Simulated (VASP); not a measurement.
# AgI (F-43m) in VASP: a series of runs, part 2 of 2

VASP 6.6.1. The steps go on from the part before.

**7. Relaxation of cell and atoms, HSE06**

This run uses another cell than the first one, of 35.56 Å³/atom.

The input, POSCAR:

```
AgI
1.0
    0.0000000000      3.2885552265      3.2885552265
    3.2885552265      0.0000000000      3.2885552265
    3.2885552265      3.2885552265      0.0000000000
Ag I
1 1
Direct
    0.0000000000      0.0000000000      0.0000000000
    0.7500000000      0.7500000000      0.7500000000
```

The input, INCAR.step1:

```
PREC = Accurate
ENCUT = 500
EDIFF = 1E-5
ISMEAR = -1
SIGMA = 0.02
LREAL = F
LASPH = T
NELM = 120
ALGO = Normal
LWAVE = T
LCHARG = F
GGA = PE
NBANDS = 16
GGA_COMPAT = F
IBRION = 2
ISIF = 3
EDIFFG = -0.005
NELMIN = 4
NSW = 100
```

The input, INCAR.step2:

```
PREC = Accurate
ENCUT = 500
EDIFF = 1E-7
ISMEAR = -1
SIGMA = 0.02
LREAL = F
LASPH = T
NELM = 120
ALGO = Normal
ISIF = 3
LWAVE = F
LCHARG = F
GGA = PE
LHFCALC = T
HFSCREEN = 0.2079
PRECFOCK = Normal
IBRION = 2
NSW = 80
EDIFFG = -0.005
ISTART = 1
GGA_COMPAT = F
NELMIN = 4
```

The input, KPOINTS:

```
regular mesh
0
Gamma
  4 4 4
```

Potentials or basis: VASP PAW PBE potentials, release 64 (Ag, I).

Started as:

```sh
cat potpaw_PBE.64/Ag/POTCAR potpaw_PBE.64/I/POTCAR > POTCAR
cp INCAR.step1 INCAR
mpirun -np 1 vasp_std > vasp.out
cp INCAR.step2 INCAR
mpirun -np 1 vasp_std > vasp.out
```

OUTCAR:

```text
PREC = Accurate
   ENCUT = 500
   EDIFF = 1E-7
   ISMEAR = -1
   LREAL = F
   LASPH = T
   NELM = 120
   ISIF = 3
   GGA = PE
   LHFCALC = T
   HFSCREEN = 0.2079
   PRECFOCK = Normal
   IBRION = 2
   NSW = 80
   EDIFFG = -0.005
   ISTART = 1
   NELMIN = 4

 ion  position               nearest neighbor table
   1  0.000  0.000  0.000-   2 2.85   2 2.85   2 2.85   2 2.85
   2  0.750  0.750  0.750-   1 2.85   1 2.85   1 2.85   1 2.85

  LATTYP: Found a face centered cubic cell.
 ALAT       =     6.5771104530

  Lattice vectors:

 A1 = (   0.0000000000,   3.2885552265,   3.2885552265)
 A2 = (   3.2885552265,   0.0000000000,   3.2885552265)
 A3 = (   3.2885552265,   3.2885552265,   0.0000000000)

Analysis of symmetry for initial positions (statically):
=====================================================================
 Subroutine PRICEL returns:
 Original cell was already a primitive cell.

 Routine SETGRP: Setting up the symmetry group for a
 face centered cubic supercell.

 Subroutine GETGRP returns: Found 24 space group operations
 (whereof 24 operations were pure point group operations)
 out of a pool of 48 trial point group operations.

The static configuration has the point symmetry T_d .

Analysis of symmetry for dynamics (positions and initial velocities):
=====================================================================
 Subroutine PRICEL returns:
 Original cell was already a primitive cell.

 Routine SETGRP: Setting up the symmetry group for a
 face centered cubic supercell.

 Subroutine GETGRP returns: Found 24 space group operations
 (whereof 24 operations were pure point group operations)
 out of a pool of 48 trial point group operations.

The dynamic configuration has the point symmetry T_d .

 Subroutine INISYM returns: Found 24 space group operations
 (whereof 24 operations are pure point group operations),
 and found     1 'primitive' translations

----------------------------------------------------------------------------------------

                                     Primitive cell

  volume of cell :      71.1288

  direct lattice vectors                    reciprocal lattice vectors
     0.000000000  3.288555227  3.288555227    -0.152042452  0.152042452  0.152042452
     3.288555227  0.000000000  3.288555227     0.152042452 -0.152042452  0.152042452
     3.288555227  3.288555227  0.000000000     0.152042452  0.152042452 -0.152042452

  length of vectors
     4.650719402  4.650719402  4.650719402     0.263345252  0.263345252  0.263345252

  position of ions in fractional coordinates (direct lattice)
     0.000000000  0.000000000  0.000000000
     0.750000000  0.750000000  0.750000000

  ion indices of the primitive-cell ions
   primitive index   ion index
                 1           1
                 2           2

----------------------------------------------------------------------------------------

 KPOINTS: regular mesh

Automatic generation of k-mesh.
 Grid dimensions read from file:
 generate k-points for:    4    4    4

 Generating k-lattice:

  Cartesian coordinates                     Fractional coordinates (reciprocal lattice)
    -0.038010613  0.038010613  0.038010613     0.250000000  0.000000000  0.000000000
     0.038010613 -0.038010613  0.038010613     0.000000000  0.250000000  0.000000000
     0.038010613  0.038010613 -0.038010613     0.000000000  0.000000000  0.250000000

  Length of vectors
     0.065836313  0.065836313  0.065836313

  Shift w.r.t. Gamma in fractional coordinates (k-lattice)
     0.000000000  0.000000000  0.000000000

 Subroutine IBZKPT returns following result:
 ===========================================

 Found      8 irreducible k-points:

 Following reciprocal coordinates:
            Coordinates               Weight
  0.000000  0.000000  0.000000      1.000000
  0.250000  0.000000  0.000000      8.000000
  0.500000  0.000000  0.000000      4.000000
  0.250000  0.250000  0.000000      6.000000
  0.500000  0.250000  0.000000     24.000000
 -0.250000  0.250000  0.000000     12.000000
  0.500000  0.500000  0.000000      3.000000
 -0.250000  0.500000  0.250000      6.000000
   k-points           NKPTS =      8   k-points in BZ     NKDIM =     64   number of bands    NBANDS=     13
   number of dos      NEDOS =    301   number of ions     NIONS =      2
   total plane-waves  NPLWV =  46656
   dimension x,y,z NGX =    36 NGY =   36 NGZ =   36
   dimension x,y,z NGXF=    72 NGYF=   72 NGZF=   72
   ions per type =               1   1
   NGX,Y,Z   is equivalent  to a cutoff of  12.87, 12.87, 12.87 a.u.
   NGXF,Y,Z  is equivalent  to a cutoff of  25.74, 25.74, 25.74 a.u.
 SYSTEM =  unknown system
   PREC   = accura    normal or accurate (medium, high low for compatibility)
   ISTART =      1    job   : 0-new  1-cont  2-samecut
   ICHARG =      0    charge: 1-file 2-atom 10-const
   ISPIN  =      1    spin polarized calculation?
   LNONCOLLINEAR =      F non collinear calculations
   LSORBIT =      F    spin-orbit coupling
   LASPH  =      T    aspherical Exc in radial PAW
   ENCUT  =  500.0 eV  36.75 Ry    6.06 a.u.   8.48  8.48  8.48*2*pi/ulx,y,z
   NELM   =    120;   NELMIN=  4; NELMDL=  0     # of ELM steps
   EDIFF  = 0.1E-06   stopping-criterion for ELM
   LREAL  =      F    real-space projection
   EDIFFG = -.5E-02   stopping-criterion for IOM
   NSW    =     80    number of steps for IOM
   IBRION =      2    ionic relax: 0-MD 1-quasi-New 2-CG
   NFREE  =      1    steps in history (QN), initial steepest desc. (CG)
   ISIF   =      3    stress and relaxation
   ISYM   =      3    0-nonsym 1-usesym 2-fastsym
   POTIM  = 0.5000    time-step for ionic-motion
   TEBEG  =    0.0;   TEEND  =   0.0 temperature during run
   PSTRESS=    0.0 pullay stress
   NELECT =      18.0000    total number of electrons
   NUPDOWN=      -1.0000    fix difference up-down
   EMIN   =  10.00;   EMAX   =-10.00  energy-range for DOS
   EFERMI =   0.00;   METHOD = LEGACY
   ISMEAR =    -1;   SIGMA  =   0.02  broadening in eV -4-tet -1-fermi 0-gaus
   EFERMI_NEDOS =   21; number of points for ismear=-14 and -15
   IALGO  =     38    algorithm
   IMIX   =      1    mixing-type and parameters
     AMIX     =   0.40;   BMIX     =  1.00
     AMIX_MAG =   1.60;   BMIX_MAG =  1.00
  volume/ion in A,a.u.               =      35.56       240.00
  Fermi-wavevector in a.u.,A,eV,Ry     =   1.035501  1.956813 14.589015  1.072262
  Thomas-Fermi vector in A             =   2.169847
   LORBIT       =      0    0 simple, 1 ext, 2 COOP (PROOUT), +10 PAW based schemes
   GGA     = PE    functional components
   LHFCALC =     T    Hartree Fock is set to
   PRECFOCK=normal    Normal, Fast or Accurate (Low or Medium for compatibility)
   ENCUT4O =  -1.0   cutoff for four orbital integrals eV
   NKREDX  =     1    reduce k-point grid by
   NKREDY  =     1    reduce k-point grid by
   NKREDZ  =     1    reduce k-point grid by
   AEXX    =    0.2500 exact exchange contribution
   HFSCREEN=    0.2079 screening length (either q_TF or 0.3 A-1)
   HFSCREENC=   0.2079 screening length for correlation (either q_TF or 0.3 A-1)
   ENCUTFOCK=  -1.0 apply spherical cutoff to Coloumb kernel
   IVDW    =     0    specifies the selected vdW correction
   LEPSILON=     F    determine dielectric tensor
   LRPA    =     F    only Hartree local field effects (RPA)
 conjugate gradient relaxation of ions
 non-spin polarized calculation
  energy-cutoff  :      500.00
  volume of cell :       71.13
 maximum number of plane-waves:      1820
 NGX is ok and might be reduce to    36
  NGX = 28; NGY = 28; NGZ = 28

--------------------------------------- Ionic step        1  -------------------------------------------

 number of electron      18.0000002 magnetization

 Free energy of the ion-electron system (eV)
  ---------------------------------------------------
  ext. energy  EPLUGINS =         0.00000000
  ---------------------------------------------------
  free energy    TOTEN  =        -5.72457245 eV

  energy without entropy =       -5.72457245  energy(sigma->0) =       -5.72457245

------------------------ aborting loop because EDIFF is reached ----------------------------------------

  FORCE on cell =-STRESS in cart. coord.  units (eV):
  Direction    XX          YY          ZZ          XY          YZ          ZX
  --------------------------------------------------------------------------------------
  -------------------------------------------------------------------------------------
  Total        0.2442924      0.2442924      0.2442924      0.0000000      0.0000000     -0.0000000
  in kB        5.5026920      5.5026920      5.5026920      0.0000000      0.0000000     -0.0000000
  external PRESSURE =       5.5026920 kB  Pullay stress =       0.0000000 kB
[... 57 lines left out ...]
  energy  without entropy=       -5.7269728577  energy(sigma->0) =       -5.72697286

--------------------------------------- Ionic step        3  -------------------------------------------

 number of electron      18.0000004 magnetization

 Free energy of the ion-electron system (eV)
  ---------------------------------------------------
  ext. energy  EPLUGINS =         0.00000000
  ---------------------------------------------------
  free energy    TOTEN  =        -5.72701158 eV

  energy without entropy =       -5.72701158  energy(sigma->0) =       -5.72701158

 E-fermi :   2.2079     XC(G=0):  -6.8030

 val. band max:        1.7520032236   @ k =   0.0000   0.0000   0.0000
 cond. band min:       4.2389808807   @ k =   0.0000   0.0000   0.0000
 fundamental gap:      2.4869776571
 Fermi energy:         2.2078645358

 k-point     1 :       0.0000    0.0000    0.0000
  band No.  band energies     occupation
      1     -11.6067      2.00000
      2      -2.7168      2.00000
      3      -2.7168      2.00000
      4      -2.7168      2.00000
      5      -1.7416      2.00000
      6      -1.7416      2.00000
      7       1.7520      2.00000
      8       1.7520      2.00000
      9       1.7520      2.00000
     10       4.2390      0.00000
     11       8.7833      0.00000
     12       8.7833      0.00000
     13       8.7833      0.00000
[... 139 lines left out ...]
  FREE ENERGIE OF THE ION-ELECTRON SYSTEM (eV)
  ---------------------------------------------------
  free  energy   TOTEN  =        -5.7270115760 eV

  energy  without entropy=       -5.7270115760  energy(sigma->0) =       -5.72701158

 reached required accuracy - stopping structural energy minimisation
```

Wall time 25 min (1 thread of AMD EPYC 9R45 (Zen 5), shared host); peak memory 0.31 GiB.

What came out:

```yaml
Free_energy: -5.7270 eV
Relaxed_volume: 36.30 Å³/atom
Relaxed_cell: a = 4.683 Å, b = 4.683 Å, c = 4.683 Å, α = 60.00°, β = 60.00°, γ = 60.00°
Space_group_after_relaxing_to_0.1_Å: F-43m (No. 216)
Energy_gained_by_relaxing: 1.2 meV/atom
Ionic_steps: 3
Pressure_after_relaxing: 0.0 GPa
Band_gap_on_the_k_mesh: 2.49 eV
```

The path:
| step | energy change (eV) | largest force (eV/Å) | pressure (GPa) | volume (Å³) |
| --- | --- | --- | --- | --- |
| 1 | 0.0000 | 0.0000 | 0.55 | 71.13 |
| 2 | -0.0024 | 0.0000 | 0.07 | 72.39 |
| 3 | -0.0024 | 0.0000 | 0.00 | 72.60 |

Final structure:
```cif
data_structure
_symmetry_space_group_name_H-M 'P 1'
_symmetry_Int_Tables_number 1
_cell_length_a 4.6825
_cell_length_b 4.6825
_cell_length_c 4.6825
_cell_angle_alpha 60.000
_cell_angle_beta 60.000
_cell_angle_gamma 60.000
_cell_volume 72.60
loop_
_atom_site_label
_atom_site_type_symbol
_atom_site_fract_x
_atom_site_fract_y
_atom_site_fract_z
_atom_site_occupancy
Ag1 Ag 0.00000 0.00000 0.00000 1
I1 I 0.75000 0.75000 0.75000 1
```

Caveat: the PAW data sets were made with another functional, which shifts forces and pressure a little; spin-orbit coupling is left out, which moves the levels of the heavy elements.

**8. Overview**

| task | level | potentials or basis | cell | k mesh | cutoff (eV) | grid for exact exchange (PRECFOCK) | share of exact exchange | screening parameter | gap on the mesh (eV) | pressure (GPa) | relaxed volume (Å³/atom) |
| --- | --- | --- | --- | --- | --- | --- | --- | --- | --- | --- | --- |
| relaxation of cell and atoms | PBE | VASP PAW PBE potentials, release 64 (Ag, I) | relaxed from a = 4.642 Å, angles 60.0°, 2 atoms | 6 × 6 × 6 | 500 | - | - | - | 1.34 | 0.0 | 36.35 |
| relaxation of cell and atoms | PBEsol | VASP PAW PBE potentials, release 64 (Ag, I) | relaxed from a = 4.687 Å, angles 60.0°, 2 atoms | 6 × 6 × 6 | 500 | - | - | - | 1.20 | 0.0 | 33.51 |
| relaxation of cell and atoms | LDA | VASP PAW LDA potentials, release 64 (Ag, I) | relaxed from a = 4.687 Å, angles 60.0°, 2 atoms | 6 × 6 × 6 | 500 | - | - | - | 1.09 | 0.0 | 31.98 |
| relaxation of cell and atoms | r2SCAN | VASP PAW PBE potentials, release 64 (Ag, I) | relaxed from a = 4.687 Å, angles 60.0°, 2 atoms | 6 × 6 × 6 | 550 | - | - | - | 1.79 | 0.0 | 35.43 |
| single point | HSE06 | VASP PAW PBE potentials, release 64 (Ag, I) | a = 4.685 Å, angles 60.0°, 2 atoms | 4 × 4 × 4 | 400 | Normal | 0.25 | 0.2079 1/Å | 2.49 | -0.2 | - |
| relaxation of cell and atoms | HSE06 | VASP PAW PBE potentials, release 64 (Ag, I) | relaxed from a = 4.651 Å, angles 60.0°, 2 atoms | 4 × 4 × 4 | 500 | Normal | 0.25 | 0.2079 1/Å | 2.49 | 0.0 | 36.30 |

Alike in all rows: no spin polarisation; smearing fermi-dirac 0.02 eV.

Caveats: spin-orbit coupling is left out, which moves the levels of the heavy elements; the PAW data sets were made with another functional, which shifts forces and pressure a little (at least some runs).

Total energies depend on the potentials used, so only differences within one code and one set of settings carry meaning.
